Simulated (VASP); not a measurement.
A run of VASP 6.6.1:

Contents of INCAR:

```
ALGO = Normal
EDIFF = 1E-6
ENCUT = 500
GGA = PE
GGA_COMPAT = False
ISIF = 2
ISMEAR = 0
LASPH = True
LCHARG = False
LMAXMIX = 6
LREAL = False
LWAVE = False
NBANDS = 35
NELM = 200
PREC = Accurate
SIGMA = 0.2
```

File KPOINTS:

```
k-points
0
Gamma
  4 4 2
```

Contents of POSCAR:

```
NdTl2P3
1.0
    4.2417090490      0.0000000000      0.0000000000
    0.0000000000      4.2417090490      0.0000000000
    0.0000000000      0.0000000000      7.7727526269
Nd Tl P
1 2 3
Direct
    0.0000000000      0.0000000000      0.8783699405
    0.5000000000      0.0000000000      0.2565640866
    0.0000000000      0.5000000000      0.2565640866
    0.5000000000      0.5000000000     -0.0791511661
    0.5000000000      0.0000000000      0.6175980612
    0.0000000000      0.5000000000      0.6175980612
```

Potentials or basis: VASP PAW PBE potentials, release 64 (Nd_3, Tl_d, P), 4f in core.

Run with:

```bash
$ cat potpaw_PBE.64/Nd_3/POTCAR potpaw_PBE.64/Tl_d/POTCAR potpaw_PBE.64/P/POTCAR > POTCAR
$ mpirun -np 1 vasp_std > vasp.out
```

Hardware: 1 thread of Intel(R) Xeon(R) 6975P-C (Granite Rapids), on a shared host.

Task: Estimate the wall time of this run.

Result: Wall time 22 s on 1 thread of Intel(R) Xeon(R) 6975P-C (Granite Rapids), with other jobs on the host, peak memory 0.26 GiB. Counts: scf iterations 14, k points 12.
